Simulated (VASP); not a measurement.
## SiF: single point with PBEsol

The system is SiF.

```
CELL_PARAMETERS angstrom
2.77149 0.00000 0.00000
0.00000 2.77149 0.00000
0.00000 0.00000 2.77149
ATOMIC_POSITIONS crystal
Si 0.50000 0.50000 0.50000
F 0.00000 0.00000 0.00000
```

* Program: VASP 6.6.1
* Task: single point
* Functional: PBEsol
* Potentials or basis: VASP PAW PBE potentials, release 64 (Si, F)
* Cutoff: 520 eV
* k mesh: 9 × 9 × 9
* Occupations: fermi-dirac, width 0.05 eV
* Spin: no spin polarisation
* Dipole correction: no
* Further INCAR settings: ALGO = Normal; EDIFF = 1e-06; NBANDS = 12

- Pressure: 29.8 GPa

Levels at points of the mesh, in eV from the Fermi level:
```tsv
k point	band 3	band 4	band 5	band 6	band 7	band 8
(0.00, 0.00, 0.00)	-6.91	-6.91	-6.91	5.09	5.09	6.82
```

Run time: 5.6 s on 1 thread of Intel(R) Xeon(R) Platinum 8259CL CPU @ 2.50GHz (Skylake/Cascade Lake), with other jobs on the host, peak memory 0.13 GiB.

Caveat: the PAW data sets were made with another functional, which shifts forces and pressure a little; an odd number of electrons without spin polarisation forces a metal; a magnetic or distorted state may lie lower.
